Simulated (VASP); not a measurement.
Runs of VASP 6.6.1 on Al2Cu. The structure is that of space group P-3m1 (No. 164), or close to it. The cells are those of the table. 

```csv
task,cell,k mesh,cutoff (eV),gap on the mesh (eV),pressure (GPa),relaxed volume (Å³/atom),largest force (eV/Å)
single point,"a = 2.775, b = 2.775, c = 13.306 Å, angles 90.0, 90.0, 120.0°, 6 atoms",6 × 6 × 2,520,none,(c),-,0.04
single point,"a = 2.770, b = 2.770, c = 13.245 Å, angles 90.0, 90.0, 120.0°, 6 atoms",6 × 6 × 2,520,none,(b),-,1.20
relaxation of cell and atoms,"relaxed from a = 2.775, b = 2.775, c = 13.306 Å, angles 90.0, 90.0, 120.0°, 6 atoms",18 × 18 × 4,600,none,0.0,14.87,0.01
relaxation of cell and atoms,"relaxed from a = 2.770, b = 2.770, c = 13.245 Å, angles 90.0, 90.0, 120.0°, 6 atoms",6 × 6 × 2,600,none,-0.1,14.80,0.03
single point,"a = 2.787, b = 2.787, c = 13.240 Å, angles 90.0, 90.0, 120.0°, 6 atoms",18 × 18 × 4,520,none,(a),-,0.02
```

Alike in all rows: level PBE; potentials or basis VASP PAW PBE potentials, release 64 (Al, Cu); no spin polarisation; smearing gaussian 0.1 eV.

**Question.** Estimate the missing entries.

**Answer.** (a) 0.3; (b) 1.3; (c) 0.1.

Caveats: some runs use coarse meshes; forces of over 1 eV/Å act on the atoms, so gaps and moduli don't describe the material at rest (some runs).

A gap of «none» marks levels without a gap at the run's occupations.
